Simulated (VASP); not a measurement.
ScW, 2 atoms in the cell. The structure is hexagonal, space group P6/mmm (No. 191). The conventional cell has a = 2.836 Å, b = 2.836 Å, c = 5.527 Å, α = 90.00°, β = 90.00°, γ = 120.00°. Within 3.6 Å of Sc (site symmetry 6/mmm) lie 2 W at 2.76 Å and 6 Sc at 2.84 Å. Within 3.6 Å of W (site symmetry 6/mmm) lie 2 Sc at 2.76 Å and 6 W at 2.84 Å. The cell was generated, and may not be a known phase.

| Property | Result |
| --- | --- |
| Program | VASP 6.6.1 |
| Task | single point |
| Functional | PBE |
| Potentials or basis | VASP PAW PBE potentials, release 64 (Sc_sv, W_sv) |
| Cutoff | 500 eV |
| k mesh | 7 × 7 × 5 |
| Occupations | gaussian, width 0.2 eV |
| Spin | no spin polarisation |
| Dipole correction | no |
| Further INCAR settings | ALGO = Normal; EDIFF = 1e-06; NBANDS = 20 |

Potentials or basis: VASP PAW PBE potentials, release 64 (Sc_sv, W_sv).

Command:

```console
$ cat potpaw_PBE.64/Sc_sv/POTCAR potpaw_PBE.64/W_sv/POTCAR > POTCAR
$ mpirun -np 1 vasp_std > vasp.out
```

Hardware: 1 thread of Intel Xeon 8259CL (shared host).

Problem. How long does it take, and how much memory?

Solution. Run time: 20 s on 1 thread of Intel Xeon 8259CL, on a shared host, peak memory 0.17 GiB. Counts: scf iterations 15, k points 24.
